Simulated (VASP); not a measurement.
# P in VASP: a series of runs, part 2 of 2

VASP 6.6.1. The steps go on from the part before.

**4. Single point, PBE**

This run uses another cell than the first one: it holds 6 atoms, not 1.

INCAR

```
PREC     = Accurate       # precision mode
ENCUT    = 500            # plane-wave cutoff, eV
EDIFF    = 1E-6           # SCF threshold, eV
ISMEAR   = 0              # smearing method
SIGMA    = 0.1            # smearing width, eV
LREAL    = F              # projectors in reciprocal space
LASPH    = T              # aspherical terms in the spheres
NELM     = 120            # most SCF steps
ALGO     = Normal         # electronic algorithm
ISIF     = 2              # what is computed and relaxed
LWAVE    = F              # write WAVECAR
LCHARG   = T              # write CHGCAR
GGA      = PE             # functional
LELF     = T              # ELF
LVHAR    = T            
NBANDS   = 24             # bands
GGA_COMPAT= F
```

KPOINTS

```
regular mesh
0
Gamma
  6 4 4
```

POSCAR

```
P
1.0
    3.4879805709      0.0000000000      0.0000000000
    0.0000000000      7.2564884016      0.0000000000
    0.0000000000      0.0000000000      3.4668301412
P
6
Direct
    0.7500000000      0.3333387135      0.2474418666
    0.2500000000      0.6666612865      0.7525581334
    0.2500000000      0.3333387135      0.7525581334
    0.7500000000      0.6666612865      0.2474418666
    0.2500000000      0.0000000000      0.7448868246
    0.7500000000      0.0000000000      0.2551131754
```

Launch:

```
cat potpaw_PBE.64/P/POTCAR > POTCAR
mpirun -np 1 vasp_std > vasp.out
```

Run time: 99 s. Hardware: 1 thread of Intel Xeon 8259CL, shared host; peak memory 0.21 GiB.

Results (log left out):

- Free energy: -31.6845 eV
- Pressure: -0.2 GPa
- Largest force: 0.005 eV/Å
- Band gap on the k mesh: zero (bands 15 and 16 overlap by 4.72 eV)

Forces on the atoms (eV/Å):
```
P    0.000  0.000 -0.003
P    0.000  0.000  0.003
P    0.000  0.000  0.003
P    0.000  0.000 -0.003
P    0.000  0.000 -0.005
P    0.000  0.000  0.005
```

Stress tensor (GPa, compression positive):
```
-0.03  0.00  0.00
 0.00 -0.40  0.00
 0.00  0.00 -0.27
```

Levels at points of the mesh, in eV from the Fermi level:
```
           k point  band 11  band 12  band 13  band 14  band 15  band 16  band 17  band 18  band 19  band 20
(0.00, 0.00, 0.00)    -3.43    -3.42    -3.31    -3.31     0.89     2.01     2.01     3.23     3.25     4.66
(0.50, 0.00, 0.00)    -2.61    -2.61    -1.32    -1.32    -0.62    -0.62    -0.60    -0.60     1.73     1.73
(0.00, 0.50, 0.00)    -2.50    -2.23    -2.12    -1.81    -0.13    -0.12     1.52     1.52     4.46     4.58
(0.50, 0.50, 0.00)    -2.08    -2.08    -0.97    -0.97    -0.96    -0.96     0.54     0.54     2.97     2.97
(0.00, 0.00, 0.50)    -2.70    -2.70    -1.39    -1.39    -0.79    -0.78    -0.60    -0.59     1.62     1.62
(0.50, 0.00, 0.50)    -6.53    -6.53    -2.02    -2.02    -2.02    -2.02     3.60     3.60     3.61     3.61
(0.00, 0.50, 0.50)    -2.06    -2.05    -1.04    -1.04    -1.03    -1.03     0.46     0.46     2.93     2.93
(0.50, 0.50, 0.50)    -5.48    -5.48    -5.17    -5.17     0.93     0.93     3.13     3.13     3.14     3.14
```

Caveat: the k points lie up to 0.45 Å⁻¹ apart, too coarse for converged energies and pressures of a metal.

**5. Relaxation of cell and atoms, PBE**

INCAR

```
SYSTEM = P
PREC = Accurate
ENCUT = 500
EDIFF = 1E-7
ISMEAR = 0
SIGMA = 0.1
LREAL = .FALSE.
LASPH = .TRUE.
NELM = 120
ALGO = Normal
ISIF = 3
LWAVE = .FALSE.
LCHARG = .FALSE.
GGA = PE
IBRION = 2
NSW = 100
EDIFFG = -0.01
GGA_COMPAT = .FALSE.
NELMIN = 4
```

KPOINTS

```
regular mesh
0
G
  22 22 22
  0 0 0
```

POSCAR

```
P
1.0
    2.4455486748      0.0000000000      0.0000000000
    0.0000000000      2.4455486748      0.0000000000
    0.0000000000      0.0000000000      2.4455486748
P
1
Direct
    0.0000000000      0.0000000000      0.0000000000
```

Launch:

```
cat potpaw_PBE.64/P/POTCAR > POTCAR
mpirun -np 1 vasp_std > vasp.out
```

It took 53 s on 1 thread of Intel Xeon 8259CL, shared host; peak memory 0.14 GiB.

The run converged. Its results:

```
Free energy                           : -5.2757 eV
Relaxed volume                        : 14.57 Å³/atom
Relaxed cell                          : a = 2.443 Å, b = 2.443 Å, c = 2.443 Å, α = 90.00°, β = 90.00°, γ = 90.00°
Space group after relaxing (to 0.1 Å) : Pm-3m (No. 221)
Energy gained by relaxing             : 0.1 meV/atom
Ionic steps                           : 3
Pressure after relaxing               : 0.0 GPa
Band gap on the k mesh                : zero (an odd number of electrons rules out a gap without spin polarisation)
```

Final structure:
```
CELL_PARAMETERS angstrom
2.44252 0.00000 0.00000
0.00000 2.44252 0.00000
0.00000 0.00000 2.44252
ATOMIC_POSITIONS crystal
P 0.00000 0.00000 0.00000
```

Levels at points of the mesh, in eV from the Fermi level:
```csv
k point,band 1,band 2,band 3,band 4,band 5,band 6
"(0.00, 0.00, 0.00)",-16.46,5.05,5.05,5.05,6.84,6.84
"(0.50, 0.00, 0.00)",-12.14,-8.62,7.87,7.87,9.40,14.40
"(0.50, 0.50, 0.00)",-7.46,-5.23,-5.23,1.04,10.47,16.93
"(0.50, 0.50, 0.50)",-2.15,-2.15,-2.15,-1.63,4.72,4.72
```

**6. Single point, PBE**

This run uses another cell than the first one: it holds 2 atoms, not 1.

INCAR

```
ALGO = Normal
EDIFF = 1E-6
ENCUT = 500
GGA = PE
GGA_COMPAT = False
ISIF = 2
ISMEAR = 0
LASPH = True
LCHARG = False
LREAL = False
LWAVE = False
NBANDS = 12
NELM = 120
PREC = Accurate
SIGMA = 0.1
```

KPOINTS

```
k-points
0
Gamma
  22 22 12
```

POSCAR

```
P
1.0
    2.4472201107      0.0000000000      0.0000000000
    0.0000000000      2.4472201107      0.0000000000
    0.0000000000      0.0000000000      4.8799752509
P
2
Direct
    0.0000000000      0.0000000000      0.7499879951
    0.0000000000      0.0000000000      0.2500120049
```

Potentials or basis: VASP PAW PBE potentials, release 64 (P).

Launch:

```
cat potpaw_PBE.64/P/POTCAR > POTCAR
mpirun -np 1 vasp_std > vasp.out
```

OUTCAR:

```text
EDIFF = 1E-6
   ENCUT = 500
   GGA = PE
   ISIF = 2
   ISMEAR = 0
   LASPH = True
   LREAL = False
   NELM = 120
   PREC = Accurate

 ion  position               nearest neighbor table
   1  0.000  0.000  0.750-   2 2.44   2 2.44
   2  0.000  0.000  0.250-   1 2.44   1 2.44

  LATTYP: Found a simple tetragonal cell.
 ALAT       =     2.4472201107
 C/A-ratio  =     1.9940892238

  Lattice vectors:

 A1 = (   2.4472201107,   0.0000000000,   0.0000000000)
 A2 = (   0.0000000000,   2.4472201107,   0.0000000000)
 A3 = (   0.0000000000,   0.0000000000,   4.8799752509)

Analysis of symmetry for initial positions (statically):
=====================================================================
 Subroutine PRICEL returns:
 Original cell was already a primitive cell.

 Routine SETGRP: Setting up the symmetry group for a
 simple tetragonal supercell.

 Subroutine GETGRP returns: Found 16 space group operations
 (whereof 16 operations were pure point group operations)
 out of a pool of 16 trial point group operations.

The static configuration has the point symmetry D_4h.

Analysis of symmetry for dynamics (positions and initial velocities):
=====================================================================
 Subroutine PRICEL returns:
 Original cell was already a primitive cell.

 Routine SETGRP: Setting up the symmetry group for a
 simple tetragonal supercell.

 Subroutine GETGRP returns: Found 16 space group operations
 (whereof 16 operations were pure point group operations)
 out of a pool of 16 trial point group operations.

The dynamic configuration has the point symmetry D_4h.

 Subroutine INISYM returns: Found 16 space group operations
 (whereof 16 operations are pure point group operations),
 and found     1 'primitive' translations

----------------------------------------------------------------------------------------

                                     Primitive cell

  volume of cell :      29.2256

[... 117 lines left out ...]
   LEPSILON=     F    determine dielectric tensor
   LRPA    =     F    only Hartree local field effects (RPA)
 non-spin polarized calculation
 Gauss-broadening in eV      SIGMA  =   0.10
  energy-cutoff  :      500.00
  volume of cell :       29.23
 maximum number of plane-waves:       768
 NGX is ok and might be reduce to    18

 number of electron      10.0000000 magnetization

 number of electron       9.9999997 magnetization

 Free energy of the ion-electron system (eV)
  ---------------------------------------------------
  ext. energy  EPLUGINS =         0.00000000
  ---------------------------------------------------
  free energy    TOTEN  =       -10.54733992 eV

  energy without entropy =      -10.54398355  energy(sigma->0) =      -10.54566173

 E-fermi :   9.5792     XC(G=0): -11.2631

 val. band max:        9.5758280360   @ k =   0.4545   0.2727   0.3333
 cond. band min:       9.5857884866   @ k =   0.4091   0.0000   0.5000
 fundamental gap:      0.0099604506
 Fermi energy:         9.5792346763

 k-point     1 :       0.0000    0.0000    0.0000
  band No.  band energies     occupation
      1      -6.8718      2.00000
      2      -2.5305      2.00000
      3       0.9546      2.00000
      4      14.5500      0.00000
      5      14.5500      0.00000
      6      14.6730      0.00000
      7      16.3853      0.00000
      8      16.4183      0.00000
      9      17.3826      0.00000
     10      17.3826      0.00000
     11      18.9664      0.00000
     12      23.8385      0.00000
[... 331 lines left out ...]
 k-point    24 :       0.0909    0.0909    0.0000
  band No.  band energies     occupation
      1      -6.4971      2.00000
      2      -2.1537      2.00000
      3       1.2931      2.00000
      4      11.7161      0.00000
      5      12.6359      0.00000
      6      14.5758      0.00000
      7      14.9666      0.00000
      8      16.4052      0.00000
      9      17.9083      0.00000
     10      19.8853      0.00000
     11      21.1620      0.00000
     12      21.8634      0.00000

 [... further k-points ...]

------------------------ aborting loop because EDIFF is reached ----------------------------------------

  FORCE on cell =-STRESS in cart. coord.  units (eV):
  Direction    XX          YY          ZZ          XY          YZ          ZX
  --------------------------------------------------------------------------------------
  -------------------------------------------------------------------------------------
  Total       -0.0494053     -0.0494053     -0.0519842      0.0000000      0.0000000      0.0000000
  in kB       -2.7084470     -2.7084470     -2.8498268      0.0000000      0.0000000      0.0000000
  external PRESSURE =      -2.7555736 kB  Pullay stress =       0.0000000 kB

 VOLUME and BASIS-vectors are now :
 -----------------------------------------------------------------------------
  energy-cutoff  :      500.00
  volume of cell :       29.23
      direct lattice vectors                 reciprocal lattice vectors
     2.447220111  0.000000000  0.000000000     0.408626913  0.000000000  0.000000000
     0.000000000  2.447220111  0.000000000     0.000000000  0.408626913  0.000000000
     0.000000000  0.000000000  4.879975251     0.000000000  0.000000000  0.204919072

 POSITION                                       TOTAL-FORCE (eV/Angst)
 -----------------------------------------------------------------------------------
      0.00000      0.00000      3.65992         0.000000      0.000000      0.000121
      0.00000      0.00000      1.22005         0.000000      0.000000     -0.000121
 -----------------------------------------------------------------------------------
    total drift:                                0.000000      0.000000     -0.000000

  FREE ENERGIE OF THE ION-ELECTRON SYSTEM (eV)
  ---------------------------------------------------
  free  energy   TOTEN  =       -10.5473399179 eV

  energy  without entropy=      -10.5439835458  energy(sigma->0) =      -10.54566173
```

stdout:

```text
POSCAR found type information on POSCAR P
 POSCAR found :  1 types and       2 ions
 scaLAPACK will be used
 LDA part: xc-table for (Slater+PW92), standard interpolation
 POSCAR, INCAR and KPOINTS ok, starting setup
 FFT: planning ... GRIDC
 FFT: planning ... GRID_SOFT
 FFT: planning ... GRID
 WAVECAR not read
 entering main loop
```

Run time: 2.5 min. Hardware: 1 thread of Intel Xeon 8259CL, shared host; peak memory 0.24 GiB.

What came out:

```
Free energy            : -10.5473 eV
Pressure               : -0.3 GPa
Band gap on the k mesh : zero (bands 5 and 6 overlap by 10.12 eV)
```

**7. The runs side by side**

```csv
task,cell,k mesh,smearing,gap on the mesh (eV),pressure (GPa),largest force (eV/Å)
single point,"a = 2.444 Å, 1 atom, atomic positions A",22 × 22 × 22,gaussian 0.1 eV,none,-0.3,-
single point,"a = 2.453, b = 4.879, c = 4.906 Å, 4 atoms, atomic positions B",8 × 4 × 4,gaussian 0.2 eV,none,-0.1,0.02
single point,"a = 3.488, b = 7.256, c = 3.467 Å, 6 atoms, atomic positions C",6 × 4 × 4,gaussian 0.1 eV,none,-0.2,0.01
relaxation of cell and atoms,"relaxed from a = 2.446 Å, 1 atom, atomic positions A",22 × 22 × 22,gaussian 0.1 eV,none,0.0,-
single point,"a = 2.447, b = 2.447, c = 4.880 Å, 2 atoms, atomic positions D",22 × 22 × 12,gaussian 0.1 eV,none,-0.3,-
```

Alike in all rows: level PBE; potentials or basis VASP PAW PBE potentials, release 64 (P); no spin polarisation; cutoff (eV) 500.

Caveats: some runs use coarse meshes.

Total energies depend on the potentials used, so only differences within one code and one set of settings carry meaning.

The gap in the log of VASP goes by the Fermi energy; the results here count the filled bands.